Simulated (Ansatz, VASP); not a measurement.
**CaHfS2: VASP beside Ansatz**

```xyz
4
Lattice="4.3971 0.0000 0.0000 0.0000 4.3971 0.0000 0.0000 0.0000 7.0524" Properties=species:S:1:pos:R:3 pbc="T T T"
Ca    2.1986    2.1986    3.5262
Hf    0.0000    0.0000    3.5262
S     2.1986    2.1986    6.0552
S     2.1986    2.1986    0.9972
```

Alike in both runs: functional PBE; k mesh 4 × 4 × 4; occupations gaussian, width 0.1 eV; no spin polarisation.

Ansatz relaxed the structure, and its values are those at the end. VASP's run is a single point on that final structure, the one shown.

|  | VASP | Ansatz |
| --- | --- | --- |
| version | VASP 6.6.1 | Ansatz 0.2.0 |
| potentials or method | VASP PAW PBE potentials, release 64 (Ca_sv, Hf_pv, S), cutoff 520 eV | scalar-relativistic, plane waves, PAW |
| valence electrons in the cell | 32 | 48 |

VASP gave:

* gap on the k mesh at the Fermi level (eV): none
* pressure (GPa): -0.1
* rms of the force components (eV/Å): 0.078

Question: Estimate Ansatz's values.

Answer: gap on the k mesh at the Fermi level (eV): none; pressure (GPa): 0.0; rms of the force components (eV/Å): 0.000.

A gap of «none» marks a metal or a gap that the smearing closes. With one functional, cell and mesh, what is left measures potentials, basis and numerics. VASP's potentials hold 32 valence electrons a cell and Ansatz's 48, so a difference there can come from the potentials and not from the codes.

Spin-orbit coupling is off throughout.
